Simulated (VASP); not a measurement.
Set up this calculation in VASP 6.6.1, as the native input.

```
Task                   : single point
Functional             : LDA
Potentials or basis    : VASP PAW LDA potentials, release 64 (Ti_sv)
Cutoff                 : 520 eV
k mesh                 : 6 × 6 × 6
Occupations            : methfessel-paxton, width 0.05 eV
Spin                   : no spin polarisation
Dipole correction      : no
Further INCAR settings : ALGO = Normal; EDIFF = 1e-06; NBANDS = 19
```

The structure of Ti lies in POSCAR:

```
Ti
1.0
    0.0000000000      2.7123089807      2.7123089807
    2.7123089807      0.0000000000      2.7123089807
    2.7123089807      2.7123089807      0.0000000000
Ti
2
Direct
    0.0000000000      0.0000000000      0.0000000000
    0.2500000000      0.2500000000      0.2500000000
```

These files were run (other wordings do the same):

INCAR

```
SYSTEM = Ti
PREC     = Accurate       ! precision mode
ENCUT    = 520            ! plane-wave cutoff, eV
EDIFF    = 1E-6           ! SCF threshold, eV
ISMEAR   = 1              ! smearing method
SIGMA    = 0.05           ! smearing width, eV
LREAL    = .FALSE.        ! projectors in reciprocal space
LASPH    = .TRUE.         ! aspherical terms in the spheres
NELM     = 80             ! most SCF steps
ALGO     = Normal         ! electronic algorithm
ISIF     = 2              ! what is computed and relaxed
LWAVE    = .FALSE.        ! write WAVECAR
LCHARG   = .FALSE.        ! write CHGCAR
GGA      = CA             ! functional
NBANDS   = 19             ! bands
```

KPOINTS

```
Automatic mesh
0
G
  6 6 6
  0 0 0
```

Potentials or basis: VASP PAW LDA potentials, release 64 (Ti_sv).

Launch:

```bash
$ cat potpaw_LDA.64/Ti_sv/POTCAR > POTCAR
$ mpirun -np 1 vasp_std > vasp.out
```

It gave:

```json
{
  "Pressure": "0.0 GPa",
  "Band gap on the k mesh": "zero (band 12 reaches 6.36 eV, above the bottom of band 13 at 6.07 eV)"
}
```

It took 22 s on 1 thread of Intel Xeon 8259CL, on a shared host, peak memory 0.15 GiB.
